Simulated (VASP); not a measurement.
# Nb in VASP: further runs

Runs on Nb. Level: PBE. Tasks: single point.

All numbers are computed with VASP 6.6.1; they aren't measurements. Logs are shortened: lines on timing, memory, paths and dates and some standing lists are left out, and cuts for length are marked.

### Step 1. The cell of the first run

Symmetry: R-3m, No. 166, trigonal system. Conventional cell: a = 4.753 Å, b = 4.753 Å, c = 2.824 Å, α = 90.00°, β = 90.00°, γ = 120.00°. Within 3.7 Å of Nb (site symmetry -3m) lie 14 Nb at 2.82 to 3.33 Å.

### Step 2. Single point, PBE (equal xy, yz and zx shear strains of -2 %)

The input, INCAR:

```
SYSTEM = Nb
ALGO = Normal
EDIFF = 1E-7
ENCUT = 520
GGA = PE
ISIF = 2
ISMEAR = -1
LASPH = .TRUE.
LCHARG = .FALSE.
LREAL = .FALSE.
LWAVE = .FALSE.
NBANDS = 12
NELM = 100
PREC = Accurate
SIGMA = 0.05
```

The input, KPOINTS:

```
k-points
0
G
  14 14 14
  0 0 0
```

The input, POSCAR:

```
Nb
1.0
   -1.6972290000      1.6639500000      1.6639500000
    1.6639500000     -1.6972290000      1.6639500000
    1.6639500000      1.6639500000     -1.6972290000
Nb
1
Direct
    0.0000000000      0.0000000000      0.0000000000
```

Potentials or basis: VASP PAW PBE potentials, release 64 (Nb_sv).

Command:

```bash
$ cat potpaw_PBE.64/Nb_sv/POTCAR > POTCAR
$ mpirun -np 1 vasp_std > vasp.out
```

OUTCAR:

```text
SYSTEM = Nb
   EDIFF = 1E-7
   ENCUT = 520
   GGA = PE
   ISIF = 2
   ISMEAR = -1
   LASPH = .TRUE.
   LREAL = .FALSE.
   NELM = 100
   PREC = Accurate

 ion  position               nearest neighbor table
   1  0.000  0.000  0.000-

  LATTYP: Found a trigonal (rhomboedric) cell.
 ALAT       =     2.9013868207
 COS(alpha) =    -0.3420602552

  Lattice vectors:

 A1 = (  -1.6972290000,   1.6639500000,   1.6639500000)
 A2 = (   1.6639500000,  -1.6972290000,   1.6639500000)
 A3 = (   1.6639500000,   1.6639500000,  -1.6972290000)

Analysis of symmetry for initial positions (statically):
=====================================================================
 Subroutine PRICEL returns:
 Original cell was already a primitive cell.

 Routine SETGRP: Setting up the symmetry group for a
 trigonal (rhombohedral) supercell.

 Subroutine GETGRP returns: Found 12 space group operations
 (whereof 12 operations were pure point group operations)
 out of a pool of 12 trial point group operations.

The static configuration has the point symmetry D_3d.

Analysis of symmetry for dynamics (positions and initial velocities):
=====================================================================
 Subroutine PRICEL returns:
 Original cell was already a primitive cell.

 Routine SETGRP: Setting up the symmetry group for a
 trigonal (rhombohedral) supercell.

 Subroutine GETGRP returns: Found 12 space group operations
 (whereof 12 operations were pure point group operations)
 out of a pool of 12 trial point group operations.

The dynamic configuration has the point symmetry D_3d.

 Subroutine INISYM returns: Found 12 space group operations
 (whereof 12 operations are pure point group operations),
 and found     1 'primitive' translations

----------------------------------------------------------------------------------------

                                     Primitive cell

  volume of cell :      18.4225

  direct lattice vectors                    reciprocal lattice vectors
    -1.697229000  1.663950000  1.663950000     0.006071728  0.303586379  0.303586379
     1.663950000 -1.697229000  1.663950000     0.303586379  0.006071728  0.303586379
     1.663950000  1.663950000 -1.697229000     0.303586379  0.303586379  0.006071728

  length of vectors
     2.901386821  2.901386821  2.901386821     0.429378907  0.429378907  0.429378907

  position of ions in fractional coordinates (direct lattice)
     0.000000000  0.000000000  0.000000000

  ion indices of the primitive-cell ions
   primitive index   ion index
                 1           1

----------------------------------------------------------------------------------------

 KPOINTS: k-points

Automatic generation of k-mesh.
 Grid dimensions read from file:
 generate k-points for:   14   14   14

 Generating k-lattice:

  Cartesian coordinates                     Fractional coordinates (reciprocal lattice)
     0.000433695  0.021684741  0.021684741     0.071428571  0.000000000  0.000000000
     0.021684741  0.000433695  0.021684741     0.000000000  0.071428571  0.000000000
     0.021684741  0.021684741  0.000433695    -0.000000000 -0.000000000  0.071428571

  Length of vectors
     0.030669922  0.030669922  0.030669922

  Shift w.r.t. Gamma in fractional coordinates (k-lattice)
     0.000000000  0.000000000  0.000000000

 Subroutine IBZKPT returns following result:
 ===========================================

 Found    288 irreducible k-points:

 Following reciprocal coordinates:
            Coordinates               Weight
  0.000000  0.000000  0.000000      1.000000
  0.071429  0.000000  0.000000      6.000000
  0.142857  0.000000  0.000000      6.000000
  0.214286  0.000000  0.000000      6.000000
  0.285714 -0.000000 -0.000000      6.000000
  0.357143  0.000000  0.000000      6.000000
[... 16 lines left out ...]
  0.214286  0.142857 -0.000000     12.000000
  0.285714  0.142857 -0.000000     12.000000
 [... further k-points ...]
   k-points           NKPTS =    288   k-points in BZ     NKDIM =    288   number of bands    NBANDS=     12
   number of dos      NEDOS =    301   number of ions     NIONS =      1
   total plane-waves  NPLWV =  13824
   dimension x,y,z NGX =    24 NGY =   24 NGZ =   24
   dimension x,y,z NGXF=    48 NGYF=   48 NGZF=   48
   ions per type =               1
   NGX,Y,Z   is equivalent  to a cutoff of  13.75, 13.75, 13.75 a.u.
   NGXF,Y,Z  is equivalent  to a cutoff of  27.50, 27.50, 27.50 a.u.
 SYSTEM =  Nb
   PREC   = accura    normal or accurate (medium, high low for compatibility)
   ISTART =      0    job   : 0-new  1-cont  2-samecut
   ICHARG =      2    charge: 1-file 2-atom 10-const
   ISPIN  =      1    spin polarized calculation?
   LNONCOLLINEAR =      F non collinear calculations
   LSORBIT =      F    spin-orbit coupling
   LASPH  =      T    aspherical Exc in radial PAW
   ENCUT  =  520.0 eV  38.22 Ry    6.18 a.u.   5.39  5.39  5.39*2*pi/ulx,y,z
   NELM   =    100;   NELMIN=  2; NELMDL= -5     # of ELM steps
   EDIFF  = 0.1E-06   stopping-criterion for ELM
   LREAL  =      F    real-space projection
   EDIFFG = 0.1E-05   stopping-criterion for IOM
   NSW    =      0    number of steps for IOM
   IBRION =     -1    ionic relax: 0-MD 1-quasi-New 2-CG
   NFREE  =      0    steps in history (QN), initial steepest desc. (CG)
   ISIF   =      2    stress and relaxation
   ISYM   =      2    0-nonsym 1-usesym 2-fastsym
   POTIM  = 0.5000    time-step for ionic-motion
   TEBEG  =    0.0;   TEEND  =   0.0 temperature during run
   PSTRESS=    0.0 pullay stress
   NELECT =      13.0000    total number of electrons
   NUPDOWN=      -1.0000    fix difference up-down
   EMIN   =  10.00;   EMAX   =-10.00  energy-range for DOS
   EFERMI =   0.00;   METHOD = LEGACY
   ISMEAR =    -1;   SIGMA  =   0.05  broadening in eV -4-tet -1-fermi 0-gaus
   EFERMI_NEDOS =   21; number of points for ismear=-14 and -15
   IALGO  =     38    algorithm
   IMIX   =      4    mixing-type and parameters
     AMIX     =   0.40;   BMIX     =  1.00
     AMIX_MAG =   1.60;   BMIX_MAG =  1.00
  volume/ion in A,a.u.               =      18.42       124.32
  Fermi-wavevector in a.u.,A,eV,Ry     =   1.457492  2.754260 28.902610  2.124282
  Thomas-Fermi vector in A             =   2.574287
   LORBIT       =      0    0 simple, 1 ext, 2 COOP (PROOUT), +10 PAW based schemes
   GGA     = PE    functional components
   LHFCALC =     F    Hartree Fock is set to
   AEXX    =    0.0000 exact exchange contribution
   IVDW    =     0    specifies the selected vdW correction
   LEPSILON=     F    determine dielectric tensor
   LRPA    =     F    only Hartree local field effects (RPA)
 non-spin polarized calculation
  energy-cutoff  :      520.00
  volume of cell :       18.42
 maximum number of plane-waves:       513
 NGX is ok and might be reduce to    24
   NGX = 11   NGY = 11   NGZ = 11

 number of electron      13.0000000 magnetization

 Free energy of the ion-electron system (eV)
  ---------------------------------------------------
  ext. energy  EPLUGINS =         0.00000000
  ---------------------------------------------------
  free energy    TOTEN  =       -10.21710274 eV

  energy without entropy =      -10.20394533  energy(sigma->0) =      -10.21052403

 E-fermi :  10.8707     XC(G=0): -12.3838

 val. band max:       10.8691552059   @ k =   0.4286   0.1429   0.1429
 cond. band min:      10.8727114243   @ k =  -0.1429   0.2143   0.0714
 fundamental gap:      0.0035562185
 Fermi energy:        10.8706501396

 k-point     1 :       0.0000    0.0000    0.0000
  band No.  band energies     occupation
      1     -43.5355      2.00000
      2     -18.9100      2.00000
      3     -18.9100      2.00000
      4     -18.8102      2.00000
      5       4.9656      2.00000
      6      10.9478      0.35225
      7      11.3648      0.00010
      8      11.3648      0.00010
      9      14.0974      0.00000
     10      14.0974      0.00000
     11      24.7004      0.00000
     12      25.1933      0.00000

 k-point     2 :       0.0714    0.0000    0.0000
  band No.  band energies     occupation
      1     -43.5238      2.00000
      2     -18.9485      2.00000
      3     -18.9100      2.00000
      4     -18.8645      2.00000
      5       5.1748      2.00000
      6      11.0627      0.04205
      7      11.2351      0.00136
      8      11.4460      0.00002
      9      13.8716      0.00000
     10      14.0843      0.00000
     11      24.9221      0.00000
     12      25.5237      0.00000

 k-point     3 :       0.1429    0.0000    0.0000
  band No.  band energies     occupation
      1     -43.4910      2.00000
      2     -19.1122      2.00000
      3     -18.9570      2.00000
      4     -18.9100      2.00000
      5       5.7555      2.00000
      6      10.8932      0.77845
      7      11.0990      0.02058
      8      11.9191      0.00000
      9      13.4717      0.00000
     10      14.0686      0.00000
     11      25.3638      0.00000
     12      26.5051      0.00000

 k-point     4 :       0.2143    0.0000    0.0000
  band No.  band energies     occupation
      1     -43.4432      2.00000
      2     -19.3802      2.00000
      3     -19.0501      2.00000
      4     -18.9101      2.00000
      5       6.5437      2.00000
      6      10.4455      1.99959
      7      10.9128      0.60209
      8      12.8426      0.00000
      9      13.3529      0.00000
     10      14.0977      0.00000
     11      25.3804      0.00000
     12      27.0877      0.00000

 k-point     5 :       0.2857   -0.0000   -0.0000
  band No.  band energies     occupation
      1     -43.3896      2.00000
      2     -19.6733      2.00000
      3     -19.1462      2.00000
      4     -18.9103      2.00000
      5       7.1924      2.00000
      6       9.9993      2.00000
      7      10.9449      0.36959
      8      13.5641      0.00000
      9      14.0661      0.00000
     10      14.2026      0.00000
     11      24.5442      0.00000
     12      26.1082      0.00000

 k-point     6 :       0.3571    0.0000    0.0000
  band No.  band energies     occupation
      1     -43.3408      2.00000
      2     -19.9302      2.00000
      3     -19.2304      2.00000
      4     -18.9105      2.00000
      5       7.3770      2.00000
      6       9.6334      2.00000
      7      11.6190      0.00000
      8      13.8761      0.00000
      9      14.3717      0.00000
     10      15.4287      0.00000
     11      23.4356      0.00000
     12      24.5768      0.00000

 k-point     7 :       0.4286    0.0000    0.0000
  band No.  band energies     occupation
      1     -43.3068      2.00000
      2     -20.1042      2.00000
      3     -19.2877      2.00000
      4     -18.9107      2.00000
      5       7.2910      2.00000
      6       9.3969      2.00000
      7      12.6215      0.00000
      8      14.0449      0.00000
      9      14.5407      0.00000
     10      16.6300      0.00000
     11      22.5943      0.00000
     12      23.3005      0.00000

 k-point     8 :       0.5000    0.0000    0.0000
  band No.  band energies     occupation
      1     -43.2946      2.00000
      2     -20.1656      2.00000
      3     -19.3080      2.00000
      4     -18.9108      2.00000
      5       7.2321      2.00000
      6       9.3154      2.00000
      7      13.1972      0.00000
      8      13.9924      0.00000
      9      14.6140      0.00000
     10      17.1467      0.00000
     11      22.2838      0.00000
     12      22.7990      0.00000
[... 166 lines left out ...]
 k-point    20 :      -0.1429    0.0714   -0.0000
  band No.  band energies     occupation
      1     -43.5044      2.00000
      2     -19.0841      2.00000
      3     -18.9323      2.00000
      4     -18.8653      2.00000
      5       5.5572      2.00000
      6      10.8328      1.36142
      7      11.0399      0.06552
      8      11.9140      0.00000
      9      13.6140      0.00000
     10      14.1717      0.00000
     11      25.5036      0.00000
     12      25.8934      0.00000

 k-point    21 :      -0.0714    0.0714    0.0000
  band No.  band energies     occupation
      1     -43.5253      2.00000
      2     -18.9746      2.00000
      3     -18.9240      2.00000
      4     -18.8159      2.00000
      5       5.1666      2.00000
      6      10.8646      1.06005
      7      11.2770      0.00059
      8      11.5529      0.00000
      9      13.9471      0.00000
     10      14.1075      0.00000
     11      25.1193      0.00000
     12      25.3362      0.00000

 k-point    22 :       0.1429    0.1429    0.0000
  band No.  band energies     occupation
      1     -43.4144      2.00000
      2     -19.5241      2.00000
      3     -19.0616      2.00000
      4     -18.9595      2.00000
      5       7.0319      2.00000
      6      10.4060      1.99982
      7      10.4566      1.99949
      8      13.0675      0.00000
      9      13.6195      0.00000
     10      14.3335      0.00000
     11      26.1619      0.00000
     12      26.2141      0.00000

 k-point    23 :       0.2143    0.1429   -0.0000
  band No.  band energies     occupation
      1     -43.3658      2.00000
      2     -19.7613      2.00000
      3     -19.1591      2.00000
      4     -18.9743      2.00000
      5       7.7175      2.00000
      6       9.9368      2.00000
      7      10.3714      1.99991
      8      13.2140      0.00000
      9      14.5067      0.00000
     10      15.0403      0.00000
     11      24.8595      0.00000
     12      26.0667      0.00000

 k-point    24 :       0.2857    0.1429   -0.0000
  band No.  band energies     occupation
      1     -43.3231      2.00000
      2     -19.9509      2.00000
      3     -19.2658      2.00000
      4     -18.9814      2.00000
      5       7.9353      2.00000
      6       9.6358      2.00000
      7      10.8044      1.57980
      8      13.5559      0.00000
      9      14.6467      0.00000
     10      16.5350      0.00000
     11      23.7088      0.00000
     12      24.8371      0.00000

 [... further k-points ...]
[... 5 lines left out ...]
  --------------------------------------------------------------------------------------
  -------------------------------------------------------------------------------------
  Total       -0.2994252     -0.2994252     -0.2994252     -0.0176781     -0.0176781     -0.0176781
  in kB      -26.0405008    -26.0405008    -26.0405008     -1.5374380     -1.5374380     -1.5374380
  external PRESSURE =     -26.0405008 kB  Pullay stress =       0.0000000 kB

 VOLUME and BASIS-vectors are now :
 -----------------------------------------------------------------------------
  energy-cutoff  :      520.00
  volume of cell :       18.42
      direct lattice vectors                 reciprocal lattice vectors
    -1.697229000  1.663950000  1.663950000     0.006071728  0.303586379  0.303586379
     1.663950000 -1.697229000  1.663950000     0.303586379  0.006071728  0.303586379
     1.663950000  1.663950000 -1.697229000     0.303586379  0.303586379  0.006071728

 POSITION                                       TOTAL-FORCE (eV/Angst)
 -----------------------------------------------------------------------------------
      0.00000      0.00000      0.00000         0.000000     -0.000000     -0.000000
 -----------------------------------------------------------------------------------
    total drift:                               -0.000000      0.000000     -0.000000

  FREE ENERGIE OF THE ION-ELECTRON SYSTEM (eV)
  ---------------------------------------------------
  free  energy   TOTEN  =       -10.2171027360 eV

  energy  without entropy=      -10.2039453331  energy(sigma->0) =      -10.21052403
```

Wall time 80 s (1 thread of Intel Xeon 8259CL, shared host); peak memory 0.19 GiB.

What came out:

- Free energy: -10.2171 eV
- Pressure: -2.6 GPa

Caveat: the cell differs from its parent crystal (equal xy, yz and zx shear strains of -2 %).

(Continued in part 2 of 2.)
